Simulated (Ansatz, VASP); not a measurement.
## AgCl: VASP beside Ansatz

```
Ag Cl
1.0
     0.00000    2.90130    2.64448
     2.90130    0.00000    2.64448
     2.90130    2.90130    0.00000
Ag Cl
1 1
Direct
  0.00000 0.00000 0.00000
  0.50000 0.50000 0.50000
```

Change from the starting cell: epitaxial_xy strain +4.6%.

Alike in both runs: task single point; functional PBE; k mesh 8 × 8 × 8; occupations fermi-dirac, width 0.02 eV; no spin polarisation.

|  | VASP | Ansatz |
| --- | --- | --- |
| version | VASP 6.6.1 | Ansatz 0.2.0 |
| potentials or method | VASP PAW PBE potentials, release 64 (Ag, Cl) | plane waves, PAW |
| plane-wave cutoff (eV) | 520 | 420 |
| valence electrons in the cell | 18 | 26 |

VASP gave:

| Quantity | Value |
| --- | --- |
| gap on the k mesh at the Fermi level (eV) | 0.74 |
| pressure (GPa) | 0.2 |
| traceless stress, the component that is largest in VASP (GPa) | 1.00 |

Task: Estimate Ansatz's values.

Result: gap on the k mesh at the Fermi level (eV): 0.74; pressure (GPa): 0.4; traceless stress, the component that is largest in VASP (GPa): 1.06.

With one functional, cell and mesh, what is left measures potentials, basis and numerics. VASP's potentials hold 18 valence electrons a cell and Ansatz's 26, so a difference there can come from the potentials and not from the codes.
